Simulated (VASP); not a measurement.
A run of VASP 6.6.1 is set up as follows.

INCAR

```
SYSTEM = InP
  ALGO = Normal
  EDIFF = 1E-6
  ENCUT = 520
  GGA = PE
  GGA_COMPAT = .FALSE.
  ISIF = 2
  ISMEAR = -1
  LASPH = .TRUE.
  LCHARG = .FALSE.
  LORBIT = 11
  LORBMOM = .TRUE.
  LREAL = .FALSE.
  LSORBIT = .TRUE.
  LWAVE = .FALSE.
  MAGMOM = 0 0 0 0 0 0
  NBANDS = 30
  NELM = 150
  PREC = Accurate
  SIGMA = 0.02
```

Contents of KPOINTS:

```
k-points
0
G
  6 6 6
  0 0 0
```

File POSCAR:

```
InP
1.0
    0.0000000000      2.9800000000      2.9800000000
    2.9800000000      0.0000000000      2.9800000000
    2.9800000000      2.9800000000      0.0000000000
In P
1 1
Direct
    0.0000000000      0.0000000000      0.0000000000
    0.2500000000      0.2500000000      0.2500000000
```

Potentials or basis: VASP PAW PBE potentials, release 64 (In_d, P).

The run is started by

```bash
$ cat potpaw_PBE.64/In_d/POTCAR potpaw_PBE.64/P/POTCAR > POTCAR
$ mpirun -np 1 vasp_ncl > vasp.out
```

Estimate the pressure.

-0.1 GPa.

What does it give for the net moment?

0.00 μB per cell.

Moments on the atoms (μB; x, y, z):
```
In  0.00 0.00 0.00
P   0.00 0.00 0.00
```
